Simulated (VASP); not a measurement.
# MgO (I4mm) in VASP: notebook, part 2 of 2

VASP 6.6.1.

### 4 Single point, PBE (all Mg atoms moved +0.175 Å, as atom 1 along Cartesian [0 1 0])

Contents of INCAR:

```
PREC = Accurate ; ENCUT = 520
EDIFF = 1E-6 ; ISMEAR = 0
SIGMA = 0.05 ; LREAL = False
LASPH = True ; NELM = 100
ALGO = Normal ; ISIF = 2
LWAVE = False ; LCHARG = False
GGA = PE ; NBANDS = 11
```

Contents of KPOINTS:

```
Automatic mesh
0
Gamma
  10 10 10
```

Contents of POSCAR:

```
MgO
1.0
    0.0000000000      2.1269229054      2.1269229054
    2.1269229054      0.0000000000      2.1269229054
    2.1269229054      2.1269229054      0.0000000000
Mg O
1 1
Direct
    0.0411392438     -0.0411392438      0.0411392438
    0.5000000000      0.5000000000      0.5000000000
```

Potentials or basis: VASP PAW PBE potentials, release 64 (Mg, O).

Run with:

```sh
$ cat potpaw_PBE.64/Mg/POTCAR potpaw_PBE.64/O/POTCAR > POTCAR
$ mpirun -np 1 vasp_std > vasp.out
```

OUTCAR:

```text
PREC = Accurate
   ENCUT = 520
   EDIFF = 1E-6
   ISMEAR = 0
   LREAL = False
   LASPH = True
   NELM = 100
   ISIF = 2
   GGA = PE

 ion  position               nearest neighbor table
   1  0.041  0.959  0.041-   2 1.95   2 2.13   2 2.13   2 2.13   2 2.13   2 2.30
   2  0.500  0.500  0.500-   1 1.95   1 2.13   1 2.13   1 2.13   1 2.13   1 2.30

  LATTYP: Found a face centered cubic cell.
 ALAT       =     4.2538458108

  Lattice vectors:

 A1 = (   0.0000000000,   2.1269229054,   2.1269229054)
 A2 = (   2.1269229054,   0.0000000000,   2.1269229054)
 A3 = (   2.1269229054,   2.1269229054,   0.0000000000)

Analysis of symmetry for initial positions (statically):
=====================================================================
 Subroutine PRICEL returns:
 Original cell was already a primitive cell.

 Routine SETGRP: Setting up the symmetry group for a
 face centered cubic supercell.

 Subroutine GETGRP returns: Found  8 space group operations
 (whereof  8 operations were pure point group operations)
 out of a pool of 48 trial point group operations.

The static configuration has the point symmetry C_4v.

Analysis of symmetry for dynamics (positions and initial velocities):
[... 166 lines left out ...]

 k-point     1 :       0.0000    0.0000    0.0000
  band No.  band energies     occupation
      1     -14.1611      2.00000
      2       2.9015      2.00000
      3       2.9416      2.00000
      4       2.9416      2.00000
      5       7.3790      0.00000
      6      18.6508      0.00000
      7      18.7126      0.00000
      8      18.7126      0.00000
      9      22.3716      0.00000
     10      24.1990      0.00000
     11      24.2666      0.00000
[... 309 lines left out ...]
 k-point    24 :       0.1000    0.0000   -0.1000
  band No.  band energies     occupation
      1     -13.9047      2.00000
      2       1.5740      2.00000
      3       2.6170      2.00000
      4       2.8390      2.00000
      5       8.8187      0.00000
      6      16.2922      0.00000
      7      18.9708      0.00000
      8      19.3233      0.00000
      9      22.0624      0.00000
     10      23.5674      0.00000
     11      25.5978      0.00000

 [... further k-points ...]
[... 5 lines left out ...]
  --------------------------------------------------------------------------------------
  -------------------------------------------------------------------------------------
  Total       -0.1606128      1.0683612     -0.1606128      0.0000000      0.0000000      0.0000000
  in kB      -13.3722827     88.9494902    -13.3722827      0.0000000      0.0000000      0.0000000
  external PRESSURE =      20.7349749 kB  Pullay stress =       0.0000000 kB

 VOLUME and BASIS-vectors are now :
 -----------------------------------------------------------------------------
  energy-cutoff  :      520.00
  volume of cell :       19.24
      direct lattice vectors                 reciprocal lattice vectors
     0.000000000  2.126922905  2.126922905    -0.235081393  0.235081393  0.235081393
     2.126922905  0.000000000  2.126922905     0.235081393 -0.235081393  0.235081393
     2.126922905  2.126922905  0.000000000     0.235081393  0.235081393 -0.235081393

 POSITION                                       TOTAL-FORCE (eV/Angst)
 -----------------------------------------------------------------------------------
      2.12692      0.17500      2.12692         0.000000     -1.035317      0.000000
      2.12692      2.12692      2.12692         0.000000      1.035317      0.000000
 -----------------------------------------------------------------------------------
    total drift:                                0.000000      0.000135      0.000000

  FREE ENERGIE OF THE ION-ELECTRON SYSTEM (eV)
  ---------------------------------------------------
  free  energy   TOTEN  =       -11.8298155112 eV

  energy  without entropy=      -11.8298155112  energy(sigma->0) =      -11.82981551
```

Wall time 10 s (1 thread of Intel Xeon Platinum 8488C (Sapphire Rapids), shared host); peak memory 0.15 GiB.

What came out:

```
Free energy            : -11.8298 eV
Pressure               : 2.1 GPa
Largest force          : 1.035 eV/Å
Band gap on the k mesh : 4.44 eV, direct
```

Forces in eV/Å, atoms in the order of the input:
```
Mg   0.000 -1.035  0.000
O    0.000  1.035  0.000
```

Stress tensor (GPa, compression positive):
```
-1.34  0.00  0.00
 0.00  8.89  0.00
 0.00  0.00 -1.34
```

Levels at points of the mesh, in eV from the valence-band top:
```tsv
k point	band 1	band 2	band 3	band 4	band 5	band 6	band 7	band 8	band 9
(0.00, 0.00, 0.00)	-17.10	-0.04	0.00	0.00	4.44	15.71	15.77	15.77	19.43
(0.50, 0.00, 0.00)	-15.90	-4.46	-0.61	-0.60	7.74	12.16	16.00	16.11	20.38
(0.50, 0.50, 0.00)	-15.65	-3.94	-1.32	-1.30	9.19	9.52	12.82	18.49	18.75
(0.50, 0.00, 0.50)	-15.66	-3.91	-1.29	-1.29	9.11	9.47	12.84	18.57	18.57
```

Caveat: the cell differs from its parent crystal (all Mg atoms moved +0.175 Å, as atom 1 along Cartesian [0 1 0]); forces of over 1 eV/Å act on the atoms, so gaps and moduli don't describe the material at rest.

### 5 Single point, PBE (all Mg atoms moved +0.125 Å, as atom 1 along Cartesian [0 1 0])

Contents of INCAR:

```
PREC = Accurate
ENCUT = 520
EDIFF = 1E-6
ISMEAR = 0
SIGMA = 0.05
LREAL = F
LASPH = T
NELM = 60
ALGO = Normal
ISIF = 2
LWAVE = F
LCHARG = F
GGA = PE
NBANDS = 11
```

KPOINTS is that of step 4.

POSCAR, as its differences from that of step 4:

```diff
@@ -8,3 +8,3 @@
 Direct
-    0.0411392438     -0.0411392438      0.0411392438
+    0.0293851742     -0.0293851742      0.0293851742
     0.5000000000      0.5000000000      0.5000000000
```

Potentials or basis: VASP PAW PBE potentials, release 64 (Mg, O).

Run with:

```sh
$ cat potpaw_PBE.64/Mg/POTCAR potpaw_PBE.64/O/POTCAR > POTCAR
$ mpirun -np 1 vasp_std > vasp.out
```

OUTCAR:

```text
PREC = Accurate
   ENCUT = 520
   EDIFF = 1E-6
   ISMEAR = 0
   LREAL = F
   LASPH = T
   NELM = 60
   ISIF = 2
   GGA = PE

 ion  position               nearest neighbor table
   1  0.029  0.971  0.029-   2 2.00   2 2.13   2 2.13   2 2.13   2 2.13   2 2.25
   2  0.500  0.500  0.500-   1 2.00   1 2.13   1 2.13   1 2.13   1 2.13   1 2.25

  LATTYP: Found a face centered cubic cell.
 ALAT       =     4.2538458108

  Lattice vectors:

 A1 = (   0.0000000000,   2.1269229054,   2.1269229054)
 A2 = (   2.1269229054,   0.0000000000,   2.1269229054)
[... 514 lines left out ...]
      7      18.9583      0.00000
      8      19.2908      0.00000
      9      22.0527      0.00000
     10      23.5389      0.00000
     11      25.5395      0.00000

 [... further k-points ...]
[... 5 lines left out ...]
  --------------------------------------------------------------------------------------
  -------------------------------------------------------------------------------------
  Total       -0.1265752      0.4898950     -0.1265752      0.0000000      0.0000000      0.0000000
  in kB      -10.5383805     40.7876215    -10.5383805      0.0000000      0.0000000      0.0000000
  external PRESSURE =       6.5702869 kB  Pullay stress =       0.0000000 kB

 VOLUME and BASIS-vectors are now :
 -----------------------------------------------------------------------------
  energy-cutoff  :      520.00
  volume of cell :       19.24
      direct lattice vectors                 reciprocal lattice vectors
     0.000000000  2.126922905  2.126922905    -0.235081393  0.235081393  0.235081393
     2.126922905  0.000000000  2.126922905     0.235081393 -0.235081393  0.235081393
     2.126922905  2.126922905  0.000000000     0.235081393  0.235081393 -0.235081393

 POSITION                                       TOTAL-FORCE (eV/Angst)
 -----------------------------------------------------------------------------------
      2.12692      0.12500      2.12692         0.000000     -0.669554      0.000000
      2.12692      2.12692      2.12692         0.000000      0.669554      0.000000
 -----------------------------------------------------------------------------------
    total drift:                                0.000000      0.000195      0.000000

  FREE ENERGIE OF THE ION-ELECTRON SYSTEM (eV)
  ---------------------------------------------------
  free  energy   TOTEN  =       -11.8720657202 eV

  energy  without entropy=      -11.8720657202  energy(sigma->0) =      -11.87206572
```

OSZICAR:

```text
N       E                     dE             d eps       ncg     rms          rms(c)
DAV:   1     0.170019036074E+02    0.17002E+02   -0.45640E+03  2516   0.642E+02
DAV:   2    -0.127145330217E+02   -0.29716E+02   -0.28669E+02  2612   0.139E+02
DAV:   3    -0.134523262862E+02   -0.73779E+00   -0.73711E+00  2739   0.193E+01
DAV:   4    -0.134541438434E+02   -0.18176E-02   -0.18175E-02  2481   0.111E+00
DAV:   5    -0.134541496661E+02   -0.58227E-05   -0.58227E-05  2637   0.611E-02    0.725E+00
DAV:   6    -0.118912017444E+02    0.15629E+01   -0.91284E+00  2370   0.164E+01    0.227E+00
DAV:   7    -0.118782891337E+02    0.12913E-01   -0.68152E-02  2502   0.220E+00    0.136E+00
DAV:   8    -0.118725857312E+02    0.57034E-02   -0.31109E-02  2373   0.196E+00    0.261E-01
DAV:   9    -0.118720596591E+02    0.52607E-03   -0.10313E-03  2586   0.225E-01    0.128E-01
DAV:  10    -0.118720622570E+02   -0.25979E-05   -0.45243E-04  2481   0.159E-01    0.832E-03
DAV:  11    -0.118720646580E+02   -0.24010E-05   -0.43492E-06  2616   0.196E-02    0.512E-03
DAV:  12    -0.118720657067E+02   -0.10487E-05   -0.17771E-06  2370   0.102E-02    0.251E-03
DAV:  13    -0.118720657202E+02   -0.13549E-07   -0.15658E-07  1233   0.316E-03
   1 F= -.11872066E+02 E0= -.11872066E+02  d E =-.221758E-21
```

Run time: 10 s. Hardware: 1 thread of Intel Xeon Platinum 8488C (Sapphire Rapids), shared host; peak memory 0.15 GiB.

Results:

```yaml
Free_energy: -11.8721 eV
Pressure: 0.7 GPa
Largest_force: 0.670 eV/Å
Band_gap_on_the_k_mesh: 4.44 eV, direct
```

Forces in eV/Å, atoms in the order of the input:
```
Mg   0.000 -0.670  0.000
O    0.000  0.670  0.000
```

Stress tensor (GPa, compression positive):
```
-1.05  0.00  0.00
 0.00  4.08  0.00
 0.00  0.00 -1.05
```

Levels at points of the mesh, in eV from the valence-band top:
```csv
k point,band 1,band 2,band 3,band 4,band 5,band 6,band 7,band 8,band 9
"(0.00, 0.00, 0.00)",-17.11,-0.02,0.00,0.00,4.44,15.67,15.70,15.70,19.45
"(0.50, 0.00, 0.00)",-15.90,-4.48,-0.62,-0.61,7.72,12.21,16.00,16.06,20.42
"(0.50, 0.50, 0.00)",-15.65,-3.95,-1.31,-1.30,9.14,9.58,12.80,18.51,18.64
"(0.50, 0.00, 0.50)",-15.66,-3.94,-1.30,-1.30,9.10,9.56,12.82,18.55,18.55
```

Caveat: the cell differs from its parent crystal (all Mg atoms moved +0.125 Å, as atom 1 along Cartesian [0 1 0]).
